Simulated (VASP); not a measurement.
# BeS2 (I-42d) in VASP: a series of runs, part 2 of 2

VASP 6.6.1. Earlier steps stand in the parts before.

## (5) Single point, PBE

The input, INCAR:

```
SYSTEM = BeS2
  PREC = Accurate
  ENCUT = 520
  EDIFF = 1E-6
  ISMEAR = 0
  SIGMA = 0.1
  LREAL = .FALSE.
  LASPH = .TRUE.
  NELM = 60
  ALGO = Normal
  ISIF = 2
  LWAVE = .FALSE.
  LCHARG = .TRUE.
  GGA = PE
  LELF = .TRUE.
  LVHAR = .TRUE.
  NBANDS = 23
```

The input, KPOINTS:

```
regular mesh
0
G
  12 12 12
  0 0 0
```

The input, POSCAR:

```
BeS2
1.0
   -2.3876429168      2.3876429168      4.1330427037
    2.3876429168     -2.3876429168      4.1330427037
    2.3876429168      2.3876429168     -4.1330427037
Be S
2 4
Direct
    0.0000000000      0.0000000000      0.0000000000
    0.7500000000      0.2500000000      0.5000000000
    0.3750000000      0.4094539004      0.5344539004
    0.5905460996      0.1250000000      0.9655460996
    0.8750000000      0.8405460996      0.4655460996
    0.1594539004      0.6250000000      0.0344539004
```

Potentials or basis: VASP PAW PBE potentials, release 64 (Be, S).

Command:

```
$ cat potpaw_PBE.64/Be/POTCAR potpaw_PBE.64/S/POTCAR > POTCAR
$ mpirun -np 1 vasp_std > vasp.out
```

OUTCAR:

```text
SYSTEM = BeS2
   PREC = Accurate
   ENCUT = 520
   EDIFF = 1E-6
   ISMEAR = 0
   LREAL = .FALSE.
   LASPH = .TRUE.
   NELM = 60
   ISIF = 2
   GGA = PE

 ion  position               nearest neighbor table
   1  0.000  0.000  0.000-   4 2.08   6 2.08   5 2.08   3 2.08
   2  0.750  0.250  0.500-   3 2.08   5 2.08   4 2.08   6 2.08
   3  0.375  0.409  0.534-   2 2.08   1 2.08
   4  0.591  0.125  0.966-   2 2.08   1 2.08
   5  0.875  0.841  0.466-   1 2.08   2 2.08
   6  0.159  0.625  0.034-   1 2.08   2 2.08

  LATTYP: Found a body centered tetragonal cell.
 ALAT       =     4.7752858336
 C/A-ratio  =     1.7310137436

  Lattice vectors:

 A1 = (  -2.3876429168,   2.3876429168,   4.1330427037)
 A2 = (   2.3876429168,  -2.3876429168,   4.1330427037)
 A3 = (   2.3876429168,   2.3876429168,  -4.1330427037)

Analysis of symmetry for initial positions (statically):
=====================================================================
 Subroutine PRICEL returns:
 Original cell was already a primitive cell.

 Routine SETGRP: Setting up the symmetry group for a
 body centered tetragonal supercell.

[... 172 lines left out ...]
  free energy    TOTEN  =       -24.13147542 eV

  energy without entropy =      -24.11530534  energy(sigma->0) =      -24.12339038

 E-fermi :   4.3738     XC(G=0): -10.0353

 val. band max:        4.3734517423   @ k =   0.3333   0.2500   0.1667
 cond. band min:       4.3756081985   @ k =  -0.2500   0.5000   0.1667
 fundamental gap:      0.0021564563
 Fermi energy:         4.3737859450

 k-point     1 :       0.0000    0.0000    0.0000
  band No.  band energies     occupation
      1      -9.7384      2.00000
      2      -6.9223      2.00000
      3      -6.9223      2.00000
      4      -6.2698      2.00000
      5       0.1509      2.00000
      6       0.7440      2.00000
[... 613 lines left out ...]
     22      12.7588      0.00000
     23      13.0797      0.00000

 [... further k-points ...]
[... 5 lines left out ...]
  --------------------------------------------------------------------------------------
  -------------------------------------------------------------------------------------
  Total       -0.0120320     -0.0120320     -0.0082384      0.0000000      0.0000000      0.0000000
  in kB       -0.2045410     -0.2045410     -0.1400503      0.0000000      0.0000000      0.0000000
  external PRESSURE =      -0.1830441 kB  Pullay stress =       0.0000000 kB

 VOLUME and BASIS-vectors are now :
 -----------------------------------------------------------------------------
  energy-cutoff  :      520.00
  volume of cell :       94.25
      direct lattice vectors                 reciprocal lattice vectors
    -2.387642917  2.387642917  4.133042704     0.000000000  0.209411548  0.120976248
     2.387642917 -2.387642917  4.133042704     0.209411548  0.000000000  0.120976248
     2.387642917  2.387642917 -4.133042704     0.209411548  0.209411548  0.000000000

 POSITION                                       TOTAL-FORCE (eV/Angst)
 -----------------------------------------------------------------------------------
      0.00000      0.00000      0.00000        -0.000000      0.000000      0.000000
      0.00000      2.38764      2.06652        -0.000000      0.000000     -0.000000
      1.35835      1.19382      1.03326         0.003632      0.000000     -0.000000
      1.19382      3.41694     -1.03326        -0.000000     -0.003632     -0.000000
      1.02929      1.19382      5.16630        -0.003632      0.000000     -0.000000
      1.19382     -1.02929      3.09978        -0.000000      0.003632     -0.000000
 -----------------------------------------------------------------------------------
    total drift:                               -0.000000     -0.000000     -0.000000

  FREE ENERGIE OF THE ION-ELECTRON SYSTEM (eV)
  ---------------------------------------------------
  free  energy   TOTEN  =       -24.1314754213 eV

  energy  without entropy=      -24.1153053387  energy(sigma->0) =      -24.12339038
```

OSZICAR:

```text
N       E                     dE             d eps       ncg     rms          rms(c)
DAV:   1     0.115092142972E+03    0.11509E+03   -0.12302E+04  7498   0.106E+03
DAV:   2    -0.164614878494E+02   -0.13155E+03   -0.12665E+03 10207   0.188E+02
DAV:   3    -0.246404250695E+02   -0.81789E+01   -0.81002E+01  9879   0.493E+01
DAV:   4    -0.247672482064E+02   -0.12682E+00   -0.12658E+00  9794   0.759E+00
DAV:   5    -0.247697427647E+02   -0.24946E-02   -0.24937E-02  9996   0.101E+00    0.126E+01
DAV:   6    -0.241982215698E+02    0.57152E+00   -0.73566E-01  9115   0.483E+00    0.633E+00
DAV:   7    -0.241310186415E+02    0.67203E-01   -0.52923E-01  9783   0.363E+00    0.208E+00
DAV:   8    -0.241308012114E+02    0.21743E-03   -0.68570E-02  8905   0.143E+00    0.106E+00
DAV:   9    -0.241317257879E+02   -0.92458E-03   -0.33585E-03  9760   0.355E-01    0.222E-01
DAV:  10    -0.241314375773E+02    0.28821E-03   -0.11359E-03  8864   0.175E-01    0.570E-02
DAV:  11    -0.241314778843E+02   -0.40307E-04   -0.26477E-04  9879   0.833E-02    0.736E-02
DAV:  12    -0.241314756759E+02    0.22084E-05   -0.88043E-06  9115   0.190E-02    0.245E-02
DAV:  13    -0.241314754213E+02    0.25463E-06   -0.38340E-06  9500   0.108E-02
   1 F= -.24131475E+02 E0= -.24123390E+02  d E =-.161701E-01
```

stdout:

```text
POSCAR found type information on POSCAR BeS
 POSCAR found :  2 types and       6 ions
 scaLAPACK will be used
 LDA part: xc-table for (Slater+PW92), standard interpolation
 POSCAR, INCAR and KPOINTS ok, starting setup
 FFT: planning ... GRIDC
 FFT: planning ... GRID_SOFT
 FFT: planning ... GRID
 WAVECAR not read
 entering main loop
```

Wall time 2.2 min (1 thread of Intel Xeon 6975P-C (Granite Rapids), shared host); peak memory 0.41 GiB.

Results:

```yaml
Free_energy: -24.1315 eV
Pressure: 0.0 GPa
Largest_force: 0.004 eV/Å
Band_gap_on_the_k_mesh: zero (band 14 reaches 5.69 eV, above the bottom of band 15 at 3.98 eV)
```

Forces on the atoms (eV/Å):
```
Be   0.000  0.000  0.000
Be   0.000  0.000  0.000
S    0.004  0.000  0.000
S    0.000 -0.004  0.000
S   -0.004  0.000  0.000
S    0.000  0.004  0.000
```

Levels at points of the mesh, in eV from the Fermi level:
```
           k point  band 11  band 12  band 13  band 14  band 15  band 16  band 17  band 18
(0.00, 0.00, 0.00)    -3.14    -2.19    -2.19     1.31     1.31     1.50     3.54     4.95
(0.50, 0.00, 0.00)    -1.06    -1.04    -0.72    -0.27    -0.11     0.65     6.83     6.93
(0.50, 0.50, 0.00)    -0.74    -0.74    -0.17    -0.17     1.01     1.01     5.92     5.92
(0.50, 0.50, 0.50)    -1.04    -1.04    -0.72    -0.72    -0.38    -0.38     4.76     4.76
```

## (6) The runs side by side

| task | cell | k mesh | cutoff (eV) | gap on the mesh (eV) | pressure (GPa) | largest force (eV/Å) |
| --- | --- | --- | --- | --- | --- | --- |
| single point | a = 5.346 Å, angles 127.0, 127.0, 78.2°, 6 atoms | 6 × 6 × 6 | 520 | none | -0.1 | 0.01 |
| single point | a = 5.579 Å, angles 124.3, 124.3, 82.6°, 6 atoms | 6 × 6 × 6 | 520 | none | -1.1 | 0.52 |
| relaxation of cell and atoms | relaxed from a = 5.579 Å, angles 124.3, 124.3, 82.6°, 6 atoms | 6 × 6 × 6 | 600 | none | 0.0 | 0.04 |
| single point | a = 5.337 Å, angles 126.8, 126.8, 78.5°, 6 atoms | 12 × 12 × 12 | 520 | none | 0.0 | - |

Alike in all rows: level PBE; potentials or basis VASP PAW PBE potentials, release 64 (Be, S); no spin polarisation; smearing gaussian 0.1 eV.

Total energies depend on the potentials used, so only differences within one code and one set of settings carry meaning.
